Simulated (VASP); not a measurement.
# Li2ICl (P4/mmm) in VASP: electric field gradients with PBE

Aim: the electric field gradients of Li2ICl with PBE.

Program: VASP 6.6.1. These are calculated values, not measurements. Logs are shortened: lines on timing, memory, paths and dates and some standing lists are left out, and cuts for length are marked.

## 1. The cell of the first run

The structure is tetragonal, space group P4/mmm (No. 123). Conventional cell: a = 4.033 Å, b = 4.033 Å, c = 5.593 Å, α = 90.00°, β = 90.00°, γ = 90.00°. Within 3.7 Å of Li (site symmetry 4/mmm) lie 2 Cl at 2.80 Å and 4 I at 2.85 Å. Within 3.7 Å of Li (site symmetry 4/mmm) lie 2 I at 2.80 Å and 4 Cl at 2.85 Å. I (site symmetry 4/mmm) has 6 Li at 2.80 to 2.85 Å within 3.7 Å. Cl (site symmetry 4/mmm) has 6 Li at 2.80 to 2.85 Å within 3.7 Å.

## 2. Electric field gradients, PBE

Contents of INCAR:

```
SYSTEM = Li2ICl
  PREC = Accurate
  ENCUT = 520
  EDIFF = 1E-8
  ISMEAR = 0
  SIGMA = 0.01
  LREAL = .False.
  LASPH = .True.
  NELM = 100
  ALGO = Normal
  ISIF = 2
  LWAVE = .False.
  LCHARG = .False.
  GGA = PE
  LEFG = .True.
  NBANDS = 18
```

Contents of KPOINTS:

```
Automatic mesh
0
Gamma
  6 6 4
  0 0 0
```

Contents of POSCAR:

```
Li2ICl
1.0
    4.0326862299      0.0000000000      0.0000000000
    0.0000000000      4.0326862299      0.0000000000
    0.0000000000      0.0000000000      5.5933598486
Li I Cl
2 1 1
Direct
    0.0000000000      0.0000000000      0.0000000000
    0.5000000000      0.5000000000      0.5000000000
    0.5000000000      0.5000000000      0.0000000000
    0.0000000000      0.0000000000      0.5000000000
```

Potentials or basis: VASP PAW PBE potentials, release 64 (Li_sv, I, Cl).

Started as:

```
> cat potpaw_PBE.64/Li_sv/POTCAR potpaw_PBE.64/I/POTCAR potpaw_PBE.64/Cl/POTCAR > POTCAR
> mpirun -np 1 vasp_std > vasp.out
```

OUTCAR:

```text
SYSTEM = Li2ICl
   PREC = Accurate
   ENCUT = 520
   EDIFF = 1E-8
   ISMEAR = 0
   LREAL = .False.
   LASPH = .True.
   NELM = 100
   ISIF = 2
   GGA = PE

 ion  position               nearest neighbor table
   1  0.000  0.000  0.000-   3 2.85   3 2.85   3 2.85   3 2.85
   2  0.500  0.500  0.500-   3 2.80   3 2.80
   3  0.500  0.500  0.000-   2 2.80   2 2.80   1 2.85   1 2.85   1 2.85   1 2.85
   4  0.000  0.000  0.500-

  LATTYP: Found a simple tetragonal cell.
 ALAT       =     4.0326862299
 C/A-ratio  =     1.3870059632

  Lattice vectors:

 A1 = (   4.0326862299,   0.0000000000,   0.0000000000)
 A2 = (   0.0000000000,   4.0326862299,   0.0000000000)
 A3 = (   0.0000000000,   0.0000000000,   5.5933598486)

Analysis of symmetry for initial positions (statically):
=====================================================================
 Subroutine PRICEL returns:
 Original cell was already a primitive cell.

 Routine SETGRP: Setting up the symmetry group for a
 simple tetragonal supercell.

 Subroutine GETGRP returns: Found 16 space group operations
 (whereof 16 operations were pure point group operations)
 out of a pool of 16 trial point group operations.

The static configuration has the point symmetry D_4h.

Analysis of symmetry for dynamics (positions and initial velocities):
=====================================================================
 Subroutine PRICEL returns:
 Original cell was already a primitive cell.

 Routine SETGRP: Setting up the symmetry group for a
 simple tetragonal supercell.

 Subroutine GETGRP returns: Found 16 space group operations
 (whereof 16 operations were pure point group operations)
 out of a pool of 16 trial point group operations.

The dynamic configuration has the point symmetry D_4h.

 Subroutine INISYM returns: Found 16 space group operations
 (whereof 16 operations are pure point group operations),
 and found     1 'primitive' translations

----------------------------------------------------------------------------------------

                                     Primitive cell
[... 133 lines left out ...]

 number of electron      19.9999983 magnetization

 Free energy of the ion-electron system (eV)
  ---------------------------------------------------
  ext. energy  EPLUGINS =         0.00000000
  ---------------------------------------------------
  free energy    TOTEN  =       -12.91610142 eV

  energy without entropy =      -12.91610142  energy(sigma->0) =      -12.91610142

 E-fermi :   1.6202     XC(G=0):  -8.2350

 val. band max:        1.5215417364   @ k =   0.5000   0.0000   0.5000
 cond. band min:       6.1551281081   @ k =   0.0000   0.0000   0.0000
 fundamental gap:      4.6335863717
 Fermi energy:         1.6201521234

 k-point     1 :       0.0000    0.0000    0.0000
  band No.  band energies     occupation
      1     -43.4996      2.00000
      2     -43.4182      2.00000
      3     -11.8045      2.00000
      4      -9.8716      2.00000
      5      -1.4798      2.00000
      6       0.0198      2.00000
[... 481 lines left out ...]
      5      -1.6346      2.00000
      6      -1.3920      2.00000
[... 10 lines left out ...]
     17      11.8068      0.00000
     18      12.5185      0.00000

 [... further k-points ...]
[... 5 lines left out ...]
  --------------------------------------------------------------------------------------
  -------------------------------------------------------------------------------------
  Total       -0.0223616     -0.0223616     -0.0250279      0.0000000      0.0000000      0.0000000
  in kB       -0.3938691     -0.3938691     -0.4408319      0.0000000      0.0000000      0.0000000
  external PRESSURE =      -0.4095233 kB  Pullay stress =       0.0000000 kB

 VOLUME and BASIS-vectors are now :
 -----------------------------------------------------------------------------
  energy-cutoff  :      520.00
  volume of cell :       90.96
      direct lattice vectors                 reciprocal lattice vectors
     4.032686230  0.000000000  0.000000000     0.247973669  0.000000000  0.000000000
     0.000000000  4.032686230  0.000000000     0.000000000  0.247973669  0.000000000
     0.000000000  0.000000000  5.593359849     0.000000000  0.000000000  0.178783419

 POSITION                                       TOTAL-FORCE (eV/Angst)
 -----------------------------------------------------------------------------------
      0.00000      0.00000      0.00000         0.000000      0.000000      0.000000
      2.01634      2.01634      2.79668         0.000000      0.000000      0.000000
      2.01634      2.01634      0.00000         0.000000      0.000000      0.000000
      0.00000      0.00000      2.79668         0.000000      0.000000      0.000000
 -----------------------------------------------------------------------------------
    total drift:                                0.000000      0.000000      0.000000

  FREE ENERGIE OF THE ION-ELECTRON SYSTEM (eV)
  ---------------------------------------------------
  free  energy   TOTEN  =       -12.9161014197 eV

  energy  without entropy=      -12.9161014197  energy(sigma->0) =      -12.91610142

 Electric field gradients (V/A^2)
---------------------------------------------------------------------
 ion       V_xx      V_yy      V_zz      V_xy      V_xz      V_yz
---------------------------------------------------------------------
   1       0.100     0.100    -0.199    -0.000    -0.000    -0.000
   2      -0.041    -0.041     0.083     0.000    -0.000     0.000
   3      -6.041    -6.041    12.081     0.000    -0.000    -0.000
   4      -0.825    -0.825     1.650    -0.000    -0.000    -0.000
---------------------------------------------------------------------

 Electric field gradients after diagonalization (V/A^2)
 (convention: |V_zz| > |V_xx| > |V_yy|)
----------------------------------------------------------------------
 ion       V_xx      V_yy      V_zz     asymmetry (V_yy - V_xx)/ V_zz
----------------------------------------------------------------------
   1       0.100     0.100    -0.199       0.000
   2      -0.041    -0.041     0.083       0.000
   3      -6.041    -6.041    12.081       0.000
   4      -0.825    -0.825     1.650       0.000
----------------------------------------------------------------------

           NMR quadrupolar parameters

 Cq : quadrupolar parameter    Cq=e*Q*V_zz/h
 eta: asymmetry parameters     (V_yy - V_xx)/ V_zz
 Q  : nuclear electric quadrupole moment in mb (millibarn)
----------------------------------------------------------------------
 ion       Cq(MHz)       eta       Q (mb)
----------------------------------------------------------------------
   1      -0.000       0.000       1.000
   2       0.000       0.000       1.000
   3       0.029       0.000       1.000
   4       0.004       0.000       1.000
----------------------------------------------------------------------
```

Wall time 37 s (1 thread of Intel Xeon Platinum 8375C at 2.90GHz (Ice Lake), shared host); peak memory 0.21 GiB.

Results:

* Free energy: -12.9161 eV
* Band gap on the k mesh: 4.63 eV, indirect (the least direct gap lies 3.4 meV higher)

Electric field gradients, principal values (V/Å²):
```tsv
atom	least	middle	greatest (by size)
1 Li	0.100	0.100	-0.199
2 Li	-0.041	-0.041	0.083
3 I	-6.041	-6.041	12.081
4 Cl	-0.825	-0.825	1.650
```

Caveat: the cutoff is under 1.25 times the usual one of these potentials, so pressure, stress and relaxed cells hold a basis-set (Pulay) error; without QUAD_EFG the Cq values of the log hold for a quadrupole moment of 1 mb, not for the nuclei; spin-orbit coupling is left out, which moves the levels of the heavy elements. A k mesh can miss the band edges.
